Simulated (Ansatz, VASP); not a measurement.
## TaAs: VASP beside Ansatz

```
Ta As
1.0
     4.32175    0.00000    0.00000
    -2.16088    3.74275    0.00000
     0.00000    0.00000    5.31412
Ta As
2 2
Direct
  0.33333 0.66667 0.75000
  0.66667 0.33333 0.25000
  0.00000 0.00000 0.25000
  0.00000 0.00000 0.75000
```

Alike in both runs: task relaxation of cell and atoms; functional PBE; k mesh 12 × 12 × 10; occupations gaussian, width 0.1 eV; no spin polarisation.

|  | VASP | Ansatz |
| --- | --- | --- |
| version | VASP 6.6.1 | Ansatz 0.2.0 |
| potentials or method | VASP PAW PBE potentials, release 64 (Ta_pv, As), cutoff 600 eV | scalar-relativistic, plane waves, PAW |
| valence electrons in the cell | 32 | 56 |

```tsv
	VASP	Ansatz	Ansatz less VASP
gap on the k mesh at the Fermi level, each at its own relaxed structure (eV)	none	none	-
relaxed volume (Å³/atom)	21.61	21.56	-0.053
relaxed cell length with the largest relative difference (Å)	5.331	5.327	-0.0046
```

A gap of «none» marks a metal or a gap that the smearing closes. VASP's potentials hold 32 valence electrons a cell and Ansatz's 56, so a difference there can come from the potentials and not from the codes.

Neither program's run includes spin-orbit coupling.
